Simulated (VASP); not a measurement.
Write the native input for VASP 6.6.1 that does the following.

- Task: relaxation of cell and atoms
- Functional: PBEsol
- Potentials or basis: VASP PAW PBE potentials, release 64 (Si, C)
- Cutoff: 600 eV
- k mesh: 10 × 10 × 5
- Occupations: fermi-dirac, width 0.05 eV
- Spin: no spin polarisation
- Target pressure: 30 GPa
- Dipole correction: no
- Further INCAR settings: ALGO = Normal; EDIFF = 1e-07; IBRION = 2; EDIFFG = -0.005; NSW = 80; ISIF = 3

The structure of SiC lies in POSCAR:

```
SiC
1.0
    3.0760000000      0.0000000000      0.0000000000
   -1.5380000000      2.6638941420      0.0000000000
    0.0000000000      0.0000000000      5.0480000000
Si C
2 2
Direct
    0.6666666667      0.3333333333      0.5000000000
    0.3333333333      0.6666666667      0.0000000000
    0.6666666667      0.3333333333      0.8850000000
    0.3333333333      0.6666666667      0.3850000000
```

One way to write it, as run:

INCAR

```
PREC = Accurate
ENCUT = 600
EDIFF = 1E-7
ISMEAR = -1
SIGMA = 0.05
LREAL = False
LASPH = True
NELM = 60
ALGO = Normal
ISIF = 3
LWAVE = False
LCHARG = False
GGA = PS
IBRION = 2
NSW = 80
EDIFFG = -0.005
PSTRESS = 300.0
```

KPOINTS

```
Automatic mesh
0
Gamma
  10 10 5
```

Potentials or basis: VASP PAW PBE potentials, release 64 (Si, C).

Launch:

```console
$ cat potpaw_PBE.64/Si/POTCAR potpaw_PBE.64/C/POTCAR > POTCAR
$ mpirun -np 1 vasp_std > vasp.out
```

It gave:

| Item | Value |
| --- | --- |
| Relaxed volume | 9.28 Å³/atom |
| Relaxed cell | a = 2.968 Å, b = 2.968 Å, c = 4.865 Å, α = 90.00°, β = 90.00°, γ = 120.00° |
| Space group after relaxing (to 0.1 Å) | P6_3mc (No. 186) |
| Energy change on relaxing (the run minimises the enthalpy) | +83.1 meV/atom |
| Ionic steps | 14 |
| Pressure after relaxing | 30.0 GPa |
| Band gap on the k mesh | 2.09 eV (least direct gap 4.06 eV) |

Caveat: the cell is relaxed towards a set pressure, so the run minimises the enthalpy, not the energy; the PAW data sets were made with another functional, which shifts forces and pressure a little.

It took 89 s on 1 thread of AMD EPYC 9R45 96-Core Processor (Zen 5), on a shared host, peak memory 0.15 GiB.
